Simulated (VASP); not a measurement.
Input of a VASP 6.6.1 run:

INCAR

```
SYSTEM = Sb
PREC = Accurate
ENCUT = 520
EDIFF = 1E-6
ISMEAR = -1
SIGMA = 0.05
LREAL = .FALSE.
LASPH = .TRUE.
NELM = 60
ALGO = Normal
ISIF = 2
LWAVE = .FALSE.
LCHARG = .FALSE.
GGA = PE
NBANDS = 12
```

File KPOINTS:

```
regular mesh
0
G
  6 6 6
  0 0 0
```

POSCAR

```
Sb
1.0
    2.1884631942      1.2635098143      3.8761713699
   -2.1884631942      1.2635098143      3.8761713699
    0.0000000000     -2.5270196286      3.8761713699
Sb
2
Direct
    0.7686724318      0.7686724318      0.7686724318
    0.2313275682      0.2313275682      0.2313275682
```

Potentials or basis: VASP PAW PBE potentials, release 64 (Sb).

The run is started by

```sh
$ cat potpaw_PBE.64/Sb/POTCAR > POTCAR
$ mpirun -np 1 vasp_std > vasp.out
```

Q: Estimate the band gap on the k mesh.

A: Zero (bands 5 and 6 overlap by 0.18 eV).

Q: Estimate the largest force.

A: 0.037 eV/Å.

Forces on the atoms (eV/Å):
```
Sb   0.000  0.000 -0.037
Sb   0.000  0.000  0.037
```

Caveat: spin-orbit coupling is left out, which moves the levels of the heavy elements.
